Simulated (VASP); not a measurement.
Input of a VASP 6.6.1 run:

INCAR

```
SYSTEM = Ge
PREC = Accurate ; ENCUT = 520
EDIFF = 1E-6 ; ISMEAR = -1
SIGMA = 0.1 ; LREAL = .False.
LASPH = .True. ; NELM = 100
ALGO = Normal ; ISIF = 2
LWAVE = .False. ; LCHARG = .True.
GGA = PS ; LELF = .True.
LVHAR = .True. ; NBANDS = 28
```

Contents of KPOINTS:

```
Automatic mesh
0
Gamma
  10 10 15
  0 0 0
```

POSCAR

```
Ge
1.0
    4.8288058681      0.0000000000      0.0000000000
   -2.4144029340      4.1818685517      0.0000000000
    0.0000000000      0.0000000000      2.7326929040
Ge
3
Direct
    1.0000000000      0.0000000000      0.0000000000
    0.3333333333      0.6666666667      0.5000000000
    0.6666666667      0.3333333333      0.5000000000
```

Potentials or basis: VASP PAW PBE potentials, release 64 (Ge_d).

Launch:

```console
$ cat potpaw_PBE.64/Ge_d/POTCAR > POTCAR
$ mpirun -np 1 vasp_std > vasp.out
```

Q: Estimate the band gap on the k mesh.

A: Zero (bands 21 and 22 overlap by 5.27 eV).

Q: Predict the pressure.

A: 0.2 GPa.

Stress tensor (GPa, compression positive):
```
0.03 0.00 0.00
0.00 0.03 0.00
0.00 0.00 0.49
```

Caveat: the PAW data sets were made with another functional, which shifts forces and pressure a little.
